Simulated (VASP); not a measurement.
Set up this calculation in VASP 6.6.1, as the native input.

```yaml
Task: single point
Functional: PBE
Potentials_or_basis: VASP PAW PBE potentials, release 64 (Mg, S)
Cutoff: 520 eV
k_mesh: 8 × 8 × 8
Occupations: fermi-dirac, width 0.02 eV
Spin: no spin polarisation
Dipole_correction: no
Further_INCAR_settings: ALGO = Normal; EDIFF = 1e-06; NBANDS = 11
```

The structure of MgS lies in POSCAR:

```
MgS
1.0
    0.0000000000      2.8591856096      2.8591856096
    2.8591856096      0.0000000000      2.8591856096
    2.8591856096      2.8591856096      0.0000000000
Mg S
1 1
Direct
    0.0000000000      0.0000000000      0.0000000000
    0.2500000000      0.2500000000      0.2500000000
```

This cell differs from its parent crystal: strain +1.0%.

These files were run (other wordings do the same):

INCAR

```
  PREC = Accurate
  ENCUT = 520
  EDIFF = 1E-6
  ISMEAR = -1
  SIGMA = 0.02
  LREAL = F
  LASPH = T
  NELM = 100
  ALGO = Normal
  ISIF = 2
  LWAVE = F
  LCHARG = F
  GGA = PE
  NBANDS = 11
```

KPOINTS

```
regular mesh
0
Gamma
  8 8 8
```

Potentials or basis: VASP PAW PBE potentials, release 64 (Mg, S).

Run with:

```sh
$ cat potpaw_PBE.64/Mg/POTCAR potpaw_PBE.64/S/POTCAR > POTCAR
$ mpirun -np 1 vasp_std > vasp.out
```

Results of the run:

```yaml
Pressure: -0.7 GPa
Band_gap_on_the_k_mesh: 3.31 eV, direct
```

Caveat: the cell differs from its parent crystal (strain +1.0%).

Run time: 6.7 s on 1 thread of Intel(R) Xeon(R) 6975P-C (Granite Rapids) (shared host), peak memory 0.17 GiB.
